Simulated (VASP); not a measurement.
# Sn (Im-3m) in VASP: further runs

Sn is run at these levels: r2SCAN; tasks: single point, relaxation of cell and atoms.

All numbers are computed with VASP 6.6.1; they aren't measurements. Logs are shortened: lines on timing, memory, paths and dates and some standing lists are left out, and cuts for length are marked.

### Step 1. The cell of the first run

The structure is cubic, space group Im-3m (No. 229). The conventional cell has a = 3.786 Å, b = 3.786 Å, c = 3.786 Å, α = 90.00°, β = 90.00°, γ = 90.00°. Within 4.3 Å of Sn (site symmetry m-3m) lie 14 Sn at 3.28 to 3.79 Å.

This isn't the form of Sn at room conditions, which is tetragonal (white tin).

### Step 2. Single point, r2SCAN

POSCAR

```
Sn
1.0
   -1.8930709423      1.8930709423      1.8930709423
    1.8930709423     -1.8930709423      1.8930709423
    1.8930709423      1.8930709423     -1.8930709423
Sn
1
Direct
    0.0000000000      0.0000000000      0.0000000000
```

INCAR.step1

```
SYSTEM = Sn
PREC = Accurate ; ENCUT = 520
ISMEAR = 1 ; SIGMA = 0.1
LREAL = .False. ; LASPH = .True.
NELM = 100 ; NBANDS = 13
GGA = PE ; ALGO = Normal
EDIFF = 1E-4 ; LWAVE = .True.
LCHARG = .False.
```

INCAR.step2

```
SYSTEM = Sn
PREC = Accurate ; ENCUT = 520
EDIFF = 1E-6 ; ISMEAR = 1
SIGMA = 0.1 ; LREAL = .False.
LASPH = .True. ; NELM = 100
ALGO = Normal ; ISIF = 2
LWAVE = .False. ; LCHARG = .True.
METAGGA = R2SCAN ; LMIXTAU = .True.
LELF = .True. ; LVHAR = .True.
NBANDS = 13 ; ISTART = 1
```

KPOINTS

```
regular mesh
0
Gamma
  11 11 11
  0 0 0
```

Potentials or basis: VASP PAW PBE potentials, release 64 (Sn_d).

On the command line:

```bash
cat potpaw_PBE.64/Sn_d/POTCAR > POTCAR
cp INCAR.step1 INCAR
mpirun -np 1 vasp_std > vasp.out
cp INCAR.step2 INCAR
mpirun -np 1 vasp_std > vasp.out
```

OUTCAR:

```text
SYSTEM = Sn
   PREC = Accurate
   ENCUT = 520
   EDIFF = 1E-6
   ISMEAR = 1
   LREAL = .False.
   LASPH = .True.
   NELM = 100
   ISIF = 2
   METAGGA = R2SCAN
   ISTART = 1

 ion  position               nearest neighbor table
   1  0.000  0.000  0.000-

  LATTYP: Found a body centered cubic cell.
 ALAT       =     3.7861418846

  Lattice vectors:

 A1 = (  -1.8930709423,   1.8930709423,   1.8930709423)
 A2 = (   1.8930709423,  -1.8930709423,   1.8930709423)
 A3 = (   1.8930709423,   1.8930709423,  -1.8930709423)

Analysis of symmetry for initial positions (statically):
=====================================================================
 Subroutine PRICEL returns:
 Original cell was already a primitive cell.

 Routine SETGRP: Setting up the symmetry group for a
 body centered cubic supercell.

 Subroutine GETGRP returns: Found 48 space group operations
 (whereof 48 operations were pure point group operations)
 out of a pool of 48 trial point group operations.

The static configuration has the point symmetry O_h .

Analysis of symmetry for dynamics (positions and initial velocities):
=====================================================================
 Subroutine PRICEL returns:
 Original cell was already a primitive cell.

 Routine SETGRP: Setting up the symmetry group for a
 body centered cubic supercell.

 Subroutine GETGRP returns: Found 48 space group operations
 (whereof 48 operations were pure point group operations)
 out of a pool of 48 trial point group operations.

The dynamic configuration has the point symmetry O_h .

 Subroutine INISYM returns: Found 48 space group operations
 (whereof 48 operations are pure point group operations),
 and found     1 'primitive' translations

----------------------------------------------------------------------------------------

                                     Primitive cell

  volume of cell :      27.1369

  direct lattice vectors                    reciprocal lattice vectors
    -1.893070942  1.893070942  1.893070942     0.000000000  0.264121111  0.264121111
     1.893070942 -1.893070942  1.893070942     0.264121111  0.000000000  0.264121111
     1.893070942  1.893070942 -1.893070942     0.264121111  0.264121111  0.000000000

  length of vectors
     3.278895054  3.278895054  3.278895054     0.373523657  0.373523657  0.373523657

  position of ions in fractional coordinates (direct lattice)
     0.000000000  0.000000000  0.000000000

  ion indices of the primitive-cell ions
   primitive index   ion index
[... 81 lines left out ...]
   POTIM  = 0.5000    time-step for ionic-motion
   TEBEG  =    0.0;   TEEND  =   0.0 temperature during run
   PSTRESS=    0.0 pullay stress
   NELECT =      14.0000    total number of electrons
   NUPDOWN=      -1.0000    fix difference up-down
   EMIN   =  10.00;   EMAX   =-10.00  energy-range for DOS
   EFERMI =   0.00;   METHOD = LEGACY
   ISMEAR =     1;   SIGMA  =   0.10  broadening in eV -4-tet -1-fermi 0-gaus
   EFERMI_NEDOS =   21; number of points for ismear=-14 and -15
   IALGO  =     38    algorithm
   IMIX   =      4    mixing-type and parameters
     AMIX     =   0.40;   BMIX     =  1.00
     AMIX_MAG =   1.60;   BMIX_MAG =  1.00
  volume/ion in A,a.u.               =      27.14       183.13
  Fermi-wavevector in a.u.,A,eV,Ry     =   1.312998  2.481206 23.455939  1.723963
  Thomas-Fermi vector in A             =   2.443351
   LORBIT       =      0    0 simple, 1 ext, 2 COOP (PROOUT), +10 PAW based schemes
   METAGGA = R2SCAN    functional components
   LHFCALC =     F    Hartree Fock is set to
   AEXX    =    0.0000 exact exchange contribution
   IVDW    =     0    specifies the selected vdW correction
   LEPSILON=     F    determine dielectric tensor
   LRPA    =     F    only Hartree local field effects (RPA)
 non-spin polarized calculation
 Methfessel and Paxton  Order N= 1 SIGMA  =   0.10
  energy-cutoff  :      520.00
  volume of cell :       27.14
 maximum number of plane-waves:       742
   NGX = 13   NGY = 13   NGZ = 13

 number of electron      13.9999995 magnetization

 Free energy of the ion-electron system (eV)
  ---------------------------------------------------
  ext. energy  EPLUGINS =         0.00000000
  ---------------------------------------------------
  free energy    TOTEN  =       -24.49412818 eV

  energy without entropy =      -24.49508596  energy(sigma->0) =      -24.49444744

 E-fermi :   8.0833     XC(G=0): -11.2615

 val. band max:        7.9917065864   @ k =  -0.4545   0.4545   0.3636
 cond. band min:       8.1477387817   @ k =  -0.2727   0.3636   0.1818
 fundamental gap:      0.1560321952
 Fermi energy:         8.0833188424

 k-point     1 :       0.0000    0.0000    0.0000
  band No.  band energies     occupation
      1     -14.2053      2.00000
      2     -14.2052      2.00000
      3     -14.2052      2.00000
      4     -14.0519      2.00000
      5     -14.0519      2.00000
      6      -3.6052      2.00000
      7      16.4996      0.00000
      8      16.4996      0.00000
      9      16.4996      0.00000
     10      20.9699      0.00000
     11      20.9699      0.00000
     12      20.9699      0.00000
     13      21.2831      0.00000
[... 354 lines left out ...]
  band No.  band energies     occupation
      1     -14.2201      2.00000
      2     -14.1496      2.00000
      3     -14.0640      2.00000
      4     -14.0599      2.00000
      5     -14.0247      2.00000
      6       2.0598      2.00000
      7       4.3758      2.00000
      8       7.9366      2.05818
      9      10.3538      0.00000
     10      20.9717      0.00000
     11      22.8270      0.00000
     12      24.3783      0.00000
     13      24.8905      0.00000

 [... further k-points ...]

------------------------ aborting loop because EDIFF is reached ----------------------------------------

  FORCE on cell =-STRESS in cart. coord.  units (eV):
  Direction    XX          YY          ZZ          XY          YZ          ZX
  --------------------------------------------------------------------------------------
  -------------------------------------------------------------------------------------
  Total       -0.0001095     -0.0001095     -0.0001095     -0.0000000     -0.0000000      0.0000000
  in kB       -0.0064646     -0.0064646     -0.0064646     -0.0000000     -0.0000000      0.0000000
  external PRESSURE =      -0.0064646 kB  Pullay stress =       0.0000000 kB

 VOLUME and BASIS-vectors are now :
 -----------------------------------------------------------------------------
  energy-cutoff  :      520.00
  volume of cell :       27.14
      direct lattice vectors                 reciprocal lattice vectors
    -1.893070942  1.893070942  1.893070942     0.000000000  0.264121111  0.264121111
     1.893070942 -1.893070942  1.893070942     0.264121111  0.000000000  0.264121111
     1.893070942  1.893070942 -1.893070942     0.264121111  0.264121111  0.000000000

 POSITION                                       TOTAL-FORCE (eV/Angst)
 -----------------------------------------------------------------------------------
      0.00000      0.00000      0.00000         0.000000      0.000000     -0.000000
 -----------------------------------------------------------------------------------
    total drift:                                0.000000      0.000000     -0.000000

  FREE ENERGIE OF THE ION-ELECTRON SYSTEM (eV)
  ---------------------------------------------------
  free  energy   TOTEN  =       -24.4941281786 eV

  energy  without entropy=      -24.4950859570  energy(sigma->0) =      -24.49444744
```

OUTCAR.step1:

```text
SYSTEM = Sn
   PREC = Accurate
   ENCUT = 520
   ISMEAR = 1
   LREAL = .False.
   LASPH = .True.
   NELM = 100
[... 600 lines left out ...]
 -----------------------------------------------------------------------------------
      0.00000      0.00000      0.00000         0.000000     -0.000000      0.000000
 -----------------------------------------------------------------------------------
    total drift:                                0.000000      0.000000      0.000000

  FREE ENERGIE OF THE ION-ELECTRON SYSTEM (eV)
  ---------------------------------------------------
  free  energy   TOTEN  =        -3.7670836848 eV

  energy  without entropy=       -3.7670357473  energy(sigma->0) =       -3.76706771
```

OSZICAR.step1:

```text
N       E                     dE             d eps       ncg     rms          rms(c)
DAV:   1     0.815245025165E+02    0.81525E+02   -0.71620E+03  1506   0.160E+03
DAV:   2     0.211308462146E+01   -0.79411E+02   -0.76714E+02  1596   0.341E+02
DAV:   3    -0.365415526230E+01   -0.57672E+01   -0.57360E+01  1704   0.735E+01
DAV:   4    -0.377511211951E+01   -0.12096E+00   -0.12094E+00  1721   0.114E+01
DAV:   5    -0.377944878976E+01   -0.43367E-02   -0.43366E-02  1912   0.212E+00    0.133E+00
DAV:   6    -0.377022064275E+01    0.92281E-02   -0.10279E-02  1852   0.171E+00    0.734E-01
DAV:   7    -0.376720176594E+01    0.30189E-02   -0.64649E-03  1841   0.132E+00    0.989E-02
DAV:   8    -0.376708413821E+01    0.11763E-03   -0.63232E-04  1801   0.416E-01    0.240E-02
DAV:   9    -0.376708368485E+01    0.45336E-06   -0.81327E-06   998   0.384E-02
   1 F= -.37670837E+01 E0= -.37670677E+01  d E =-.479376E-04
```

Wall time 60 s (1 thread of Intel Xeon 8259CL, shared host); peak memory 0.15 GiB.

Results:

- Free energy: -24.4941 eV
- Pressure: 0.0 GPa
- Band gap on the k mesh: zero (bands 7 and 8 overlap by 10.98 eV)

Levels at points of the mesh, in eV from the Fermi level:
```tsv
k point	band 5	band 6	band 7	band 8	band 9	band 10
(0.00, 0.00, 0.00)	-22.14	-11.69	8.42	8.42	8.42	12.89
```

Caveat: the PAW data sets were made with another functional, which shifts forces and pressure a little; spin-orbit coupling is left out, which moves the levels of the heavy elements.

(Continued in part 2 of 2.)
